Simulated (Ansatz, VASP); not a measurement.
## One calculation of Ga2Te2S, two programs

```
Ga Te S
1.0
    -2.85297    2.85297    3.75802
     2.85297   -2.85297    3.75802
     2.85297    2.85297   -3.75802
Ga Te S
2 2 1
Direct
  0.67704 0.67704 0.00000
  0.32296 0.32296 0.00000
  0.75000 0.25000 0.50000
  0.25000 0.75000 0.50000
  0.00000 0.00000 0.00000
```

Change from the starting cell: species swapped into the PrSi2Ag2 type (I4/mmm, No. 139).

Alike in both runs: functional PBE; k mesh 10 × 10 × 10; occupations gaussian, width 0.1 eV; no spin polarisation.

Ansatz relaxed the structure, and its values are those at the end. VASP's run is a single point on that final structure, the one shown.

|  | VASP | Ansatz |
| --- | --- | --- |
| version | VASP 6.6.1 | Ansatz 0.2.0 |
| potentials or method | VASP PAW PBE potentials, release 64 (Ga_d, Te, S), cutoff 520 eV | scalar-relativistic, plane waves, PAW |
| valence electrons in the cell | 44 | 64 |

|  | VASP | Ansatz | Ansatz less VASP |
| --- | --- | --- | --- |
| gap on the k mesh at the Fermi level (eV) | none | none | - |
| pressure (GPa) | 0.0 | 0.0 | +0.02 |

A gap of «none» marks a metal or a gap that the smearing closes. VASP's potentials hold 44 valence electrons a cell and Ansatz's 64, so a difference there can come from the potentials and not from the codes.

Spin-orbit coupling is off throughout.
